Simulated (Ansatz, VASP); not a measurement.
Pt in VASP and in Ansatz

```
Pt
1.0
     2.76067    0.00000    0.00000
    -1.38033    2.39081    0.00000
     0.00000    0.00000    5.17550
Pt
2
Direct
  0.66667 0.33333 0.75000
  0.33333 0.66667 0.25000
```

Change from the starting cell: strain +0.000 along x and y, +0.080 along z, atoms carried along.

Alike in both runs: task single point; functional r2SCAN; k mesh 18 × 18 × 10; occupations gaussian, width 0.15 eV; no spin polarisation.

```csv
,VASP,Ansatz
version,VASP 6.6.1,Ansatz 0.2.0
potentials or method,"VASP PAW PBE potentials, release 64 (Pt), cutoff 520 eV","scalar-relativistic, plane waves, PAW"
valence electrons in the cell,20,36
```

Ansatz gave:

| Property | Result |
| --- | --- |
| gap on the k mesh at the Fermi level (eV) | none |
| pressure (GPa) | -17.7 |
| traceless stress, the component that is largest in VASP (GPa) | -3.76 |

Problem. Estimate VASP's values.

Solution. gap on the k mesh at the Fermi level (eV): none; pressure (GPa): -17.4; traceless stress, the component that is largest in VASP (GPa): -4.07.

VASP's potentials were made for PBE, not for r2SCAN. A gap of «none» marks a metal or a gap that the smearing closes. The functional is the same, so the differences come from potentials, cutoffs and numerics. VASP's potentials hold 20 valence electrons a cell and Ansatz's 36, so a difference there can come from the potentials and not from the codes.

Neither program's run includes spin-orbit coupling.
